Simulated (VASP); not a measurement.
# Li3H2: single point with PBE

Li3H2:

```
CELL_PARAMETERS angstrom
0.00000 -2.70396 0.00000
-5.70008 -1.35198 0.10362
-1.22976 -1.35198 -7.52944
ATOMIC_POSITIONS crystal
Li 0.86530 0.79886 0.47054
Li 0.13470 0.20114 0.52946
Li 0.64287 0.91592 0.79834
Li 0.35713 0.08408 0.20166
Li 0.89595 0.36274 0.84537
Li 0.10405 0.63726 0.15463
H 0.51684 0.26454 0.70178
H 0.48316 0.73546 0.29822
H 0.24770 0.86672 0.63787
H 0.75230 0.13328 0.36213
```

```json
{"Program": "VASP 6.6.1", "Task": "single point", "Functional": "PBE", "Potentials or basis": "VASP PAW PBE potentials, release 64 (Li_sv, H)", "Cutoff": "520 eV", "k mesh": "8 × 8 × 8", "Occupations": "gaussian, width 0.2 eV", "Spin": "no spin polarisation"}
```

```yaml
Largest_force: 0.015 eV/Å
Band_gap_on_the_k_mesh: zero (bands 11 and 12 overlap by 2.92 eV)
```

Forces in eV/Å, atoms in the order of the input:
```
Li   0.007  0.000 -0.007
Li  -0.007  0.000  0.007
Li   0.005  0.000  0.009
Li  -0.005  0.000 -0.009
Li  -0.001  0.000  0.015
Li   0.001  0.000 -0.015
H    0.002  0.000 -0.013
H   -0.002  0.000  0.013
H   -0.006  0.000  0.003
H    0.006  0.000 -0.003
```

Levels at points of the mesh, in eV from the Fermi level:
```tsv
k point	band 9	band 10	band 11	band 12	band 13	band 14
(0.00, 0.00, 0.00)	-4.45	-3.92	-2.11	-0.70	0.90	2.38
(0.50, 0.00, 0.00)	-3.12	-2.78	1.72	1.74	2.35	2.78
(0.00, 0.50, 0.00)	-4.80	-4.77	-1.34	-1.12	1.79	2.40
(0.50, 0.50, 0.00)	-3.12	-2.79	1.34	2.16	2.64	2.91
(0.00, 0.00, 0.50)	-4.40	-3.90	-1.91	-0.52	0.39	1.94
(0.00, 0.50, 0.50)	-4.84	-4.73	-1.20	-1.20	2.46	2.81
```

Run time: 4.1 min on 1 thread of AMD EPYC 9R45 96-Core Processor (Zen 5) (shared host), peak memory 0.37 GiB.
